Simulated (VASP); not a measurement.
A run of VASP 6.6.1:

Contents of POSCAR:

```
Al2Au
1.0
    0.0000000000      3.0038570780      3.0038570780
    3.0038570780      0.0000000000      3.0038570780
    3.0038570780      3.0038570780      0.0000000000
Au Al
1 2
Direct
    0.0000000000      0.0000000000      0.0000000000
    0.7500000000      0.7500000000      0.7500000000
    0.2500000000      0.2500000000      0.2500000000
```

Contents of INCAR.step1:

```
SYSTEM = Al2Au
ALGO = Normal
EDIFF = 1E-4
ENCUT = 520
GGA = PE
ISMEAR = -1
LASPH = .TRUE.
LCHARG = .FALSE.
LREAL = .FALSE.
LWAVE = .TRUE.
NBANDS = 16
NELM = 60
PREC = Accurate
SIGMA = 0.05
```

Contents of INCAR.step2:

```
SYSTEM = Al2Au
ALGO = Normal
EDIFF = 1E-7
ENCUT = 520
ISIF = 2
ISMEAR = -1
ISTART = 1
LASPH = .TRUE.
LCHARG = .FALSE.
LMIXTAU = .TRUE.
LREAL = .FALSE.
LWAVE = .FALSE.
METAGGA = R2SCAN
NBANDS = 16
NELM = 60
PREC = Accurate
SIGMA = 0.05
```

The input KPOINTS:

```
k-points
0
G
  8 8 8
  0 0 0
```

Potentials or basis: VASP PAW PBE potentials, release 64 (Au, Al).

The run is started by

```sh
$ cat potpaw_PBE.64/Au/POTCAR potpaw_PBE.64/Al/POTCAR > POTCAR
$ cp INCAR.step1 INCAR
$ mpirun -np 1 vasp_std > vasp.out
$ cp INCAR.step2 INCAR
$ mpirun -np 1 vasp_std > vasp.out
```

Hardware: 1 thread of AMD EPYC 7R43 64-Core Processor (Zen 3), on a shared host.

**Question.** Estimate the wall time of this run.

**Answer.** Run time: 2.3 min on 1 thread of AMD EPYC 7R43 64-Core Processor (Zen 3) (shared host), peak memory 0.15 GiB. Counts: k points 29.
